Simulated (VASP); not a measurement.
# AlN (R3m) in VASP: notebook, part 2 of 2

VASP 6.6.1. Earlier steps stand in the parts before.

## 4. Single point, PBEsol

This run uses another cell than the first one, of the same volume but with other edges.

Input file INCAR:

```
PREC = Accurate ; ENCUT = 520
EDIFF = 1E-6 ; ISMEAR = 0
SIGMA = 0.05 ; LREAL = False
LASPH = True ; NELM = 100
ALGO = Normal ; ISIF = 2
LWAVE = False ; LCHARG = False
GGA = PS ; NBANDS = 11
```

Input file KPOINTS:

```
Automatic mesh
0
Gamma
  10 10 10
```

Input file POSCAR:

```
AlN
1.0
   -0.4733023302      1.9748131708      1.9748131708
    1.9748131708     -0.4733023302      1.9748131708
    1.9748131708      1.9748131708     -0.4733023302
Al N
1 1
Direct
    0.0000000000      0.0000000000      0.0000000000
    0.7500000000      0.7500000000      0.7500000000
```

Potentials or basis: VASP PAW PBE potentials, release 64 (Al, N).

Started as:

```bash
$ cat potpaw_PBE.64/Al/POTCAR potpaw_PBE.64/N/POTCAR > POTCAR
$ mpirun -np 1 vasp_std > vasp.out
```

OUTCAR:

```text
PREC = Accurate
   ENCUT = 520
   EDIFF = 1E-6
   ISMEAR = 0
   LREAL = False
   LASPH = True
   NELM = 100
   ISIF = 2
   GGA = PS

 ion  position               nearest neighbor table
   1  0.000  0.000  0.000-   2 1.51   2 2.06   2 2.06   2 2.06
   2  0.750  0.750  0.750-   1 1.51   1 2.06   1 2.06   1 2.06

  LATTYP: Found a trigonal (rhomboedric) cell.
 ALAT       =     2.8326293818
 COS(alpha) =     0.2530624440

  Lattice vectors:

 A1 = (  -0.4733023302,   1.9748131708,   1.9748131708)
 A2 = (   1.9748131708,  -0.4733023302,   1.9748131708)
 A3 = (   1.9748131708,   1.9748131708,  -0.4733023302)

Analysis of symmetry for initial positions (statically):
=====================================================================
 Subroutine PRICEL returns:
 Original cell was already a primitive cell.

 Routine SETGRP: Setting up the symmetry group for a
 trigonal (rhombohedral) supercell.

 Subroutine GETGRP returns: Found  6 space group operations
 (whereof  6 operations were pure point group operations)
 out of a pool of 12 trial point group operations.

The static configuration has the point symmetry C_3v.

Analysis of symmetry for dynamics (positions and initial velocities):
=====================================================================
 Subroutine PRICEL returns:
 Original cell was already a primitive cell.

 Routine SETGRP: Setting up the symmetry group for a
 trigonal (rhombohedral) supercell.

 Subroutine GETGRP returns: Found  6 space group operations
 (whereof  6 operations were pure point group operations)
 out of a pool of 12 trial point group operations.

The dynamic configuration has the point symmetry C_3v.

 Subroutine INISYM returns: Found  6 space group operations
 (whereof  6 operations are pure point group operations),
 and found     1 'primitive' translations

----------------------------------------------------------------------------------------

                                     Primitive cell
[... 114 lines left out ...]
  Thomas-Fermi vector in A             =   2.325996
   LORBIT       =      0    0 simple, 1 ext, 2 COOP (PROOUT), +10 PAW based schemes
   GGA     = PS    functional components
   LHFCALC =     F    Hartree Fock is set to
   AEXX    =    0.0000 exact exchange contribution
   IVDW    =     0    specifies the selected vdW correction
   LEPSILON=     F    determine dielectric tensor
   LRPA    =     F    only Hartree local field effects (RPA)
 non-spin polarized calculation
 Gauss-broadening in eV      SIGMA  =   0.05
  energy-cutoff  :      520.00
  volume of cell :       20.83
 maximum number of plane-waves:       584
 NGX is ok and might be reduce to    24

 number of electron       7.9999999 magnetization

 Free energy of the ion-electron system (eV)
  ---------------------------------------------------
  ext. energy  EPLUGINS =         0.00000000
  ---------------------------------------------------
  free energy    TOTEN  =       -12.77169094 eV

  energy without entropy =      -12.77169094  energy(sigma->0) =      -12.77169094

 E-fermi :   6.6343     XC(G=0): -11.0753

 val. band max:        6.3921715613   @ k =   0.1000   0.0000   0.0000
 cond. band min:       8.2944866124   @ k =   0.5000   0.5000  -0.0000
 fundamental gap:      1.9023150511
 Fermi energy:         6.6342651100

 k-point     1 :       0.0000    0.0000    0.0000
  band No.  band energies     occupation
      1      -9.1430      2.00000
      2       5.5231      2.00000
      3       5.5231      2.00000
      4       6.2882      2.00000
      5       8.8623      0.00000
      6      16.0695      0.00000
      7      16.0695      0.00000
      8      23.6871      0.00000
      9      23.6871      0.00000
     10      24.0987      0.00000
     11      25.5821      0.00000
[... 309 lines left out ...]
 k-point    24 :       0.4000    0.3000    0.0000
  band No.  band energies     occupation
      1      -7.0839      2.00000
      2       1.5394      2.00000
      3       3.3661      2.00000
      4       6.0130      2.00000
      5      10.0269      0.00000
      6      15.7891      0.00000
      7      17.8110      0.00000
      8      19.0358      0.00000
      9      23.1874      0.00000
     10      25.7526      0.00000
     11      27.3011      0.00000

 [... further k-points ...]
[... 5 lines left out ...]
  --------------------------------------------------------------------------------------
  -------------------------------------------------------------------------------------
  Total        5.3499876      5.3499876      5.3499876      9.2446753      9.2446753      9.2446753
  in kB      411.4142223    411.4142223    411.4142223    710.9158372    710.9158372    710.9158372
  external PRESSURE =     411.4142223 kB  Pullay stress =       0.0000000 kB

 VOLUME and BASIS-vectors are now :
 -----------------------------------------------------------------------------
  energy-cutoff  :      520.00
  volume of cell :       20.83
      direct lattice vectors                 reciprocal lattice vectors
    -0.473302330  1.974813171  1.974813171    -0.176431579  0.232045881  0.232045881
     1.974813171 -0.473302330  1.974813171     0.232045881 -0.176431579  0.232045881
     1.974813171  1.974813171 -0.473302330     0.232045881  0.232045881 -0.176431579

 POSITION                                       TOTAL-FORCE (eV/Angst)
 -----------------------------------------------------------------------------------
      0.00000      0.00000      0.00000         7.402632      7.402632      7.402632
      2.60724      2.60724      2.60724        -7.402632     -7.402632     -7.402632
 -----------------------------------------------------------------------------------
    total drift:                               -0.000108     -0.000108     -0.000108

  FREE ENERGIE OF THE ION-ELECTRON SYSTEM (eV)
  ---------------------------------------------------
  free  energy   TOTEN  =       -12.7716909441 eV

  energy  without entropy=      -12.7716909441  energy(sigma->0) =      -12.77169094
```

stdout:

```text
POSCAR found type information on POSCAR AlN
 POSCAR found :  2 types and       2 ions
 scaLAPACK will be used
 -----------------------------------------------------------------------------
|                                                                             |
|                                                                             |
|     You enforced a specific xc type in the INCAR file but a different       |
|     I HOPE YOU KNOW WHAT YOU ARE DOING!                                     |
|                                                                             |
 -----------------------------------------------------------------------------

 LDA part: xc-table for (Slater+PW92), standard interpolation
 POSCAR, INCAR and KPOINTS ok, starting setup
 FFT: planning ... GRIDC
 FFT: planning ... GRID_SOFT
 FFT: planning ... GRID
 WAVECAR not read
 entering main loop
```

It used 11 s of CPU time on 1 thread of Intel Xeon 6975P-C, on a shared host.

Results:

* Free energy: -12.7717 eV
* Pressure: 41.1 GPa
* Largest force: 12.822 eV/Å
* Band gap on the k mesh: 1.90 eV, indirect (least direct gap 2.30 eV)

Forces in eV/Å, atoms in the order of the input:
```
Al   7.403  7.403  7.403
N   -7.403 -7.403 -7.403
```

Caveat: the PAW data sets were made with another functional, which shifts forces and pressure a little. A k mesh can miss the band edges.

## 5. Overview

| cell | gap on the mesh (eV) | pressure (GPa) | largest force (eV/Å) |
| --- | --- | --- | --- |
| a = 2.752 Å, 2 atoms | 0.63 | 177.4 | 61.13 |
| a = 4.246 Å, angles 33.6°, 2 atoms | none | 72.6 | 2.06 |
| a = 2.833 Å, angles 75.3°, 2 atoms | 1.90 | 41.1 | 12.82 |

Alike in all rows: task single point; level PBEsol; potentials or basis VASP PAW PBE potentials, release 64 (Al, N); no spin polarisation; k mesh 10 × 10 × 10; cutoff (eV) 520; smearing gaussian 0.05 eV.

Caveats: the PAW data sets were made with another functional, which shifts forces and pressure a little.

Absolute energies hang on the potentials; compare differences alone.
